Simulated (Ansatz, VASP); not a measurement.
**Zr2TeSe in VASP and in Ansatz**

```xyz
4
Lattice="3.6310 0.0000 0.0000 -1.8155 3.1445 0.0000 0.0000 0.0000 7.7013" Properties=species:S:1:pos:R:3 pbc="T T T"
Zr    1.8155    1.0482    1.8025
Zr    1.8155    1.0482    5.8988
Te    0.0000    0.0000    3.8507
Se    0.0000    2.0963    0.0000
```

Change from the starting cell: species swapped into the Co2SbAs type (P-6m2, No. 187).

Alike in both runs: functional PBE; k mesh 6 × 6 × 4; occupations gaussian, width 0.1 eV; no spin polarisation.

Ansatz relaxed the structure, and its values are those at the end. VASP's run is a single point on that final structure, the one shown.

|  | VASP | Ansatz |
| --- | --- | --- |
| version | VASP 6.6.1 | Ansatz 0.2.0 |
| potentials or method | VASP PAW PBE potentials, release 64 (Zr_sv, Te, Se), cutoff 520 eV | scalar-relativistic, plane waves, PAW |
| valence electrons in the cell | 36 | 56 |

Ansatz gave:

| Quantity | Value |
| --- | --- |
| gap on the k mesh at the Fermi level (eV) | none |
| pressure (GPa) | 0.1 |
| rms of the force components (eV/Å) | 0.001 |

**Question.** What did VASP give for the same quantities?

**Answer.** gap on the k mesh at the Fermi level (eV): none; pressure (GPa): 0.2; rms of the force components (eV/Å): 0.003.

A gap of «none» marks a metal or a gap that the smearing closes. VASP's potentials hold 36 valence electrons a cell and Ansatz's 56, so a difference there can come from the potentials and not from the codes.

Spin-orbit coupling is off throughout.
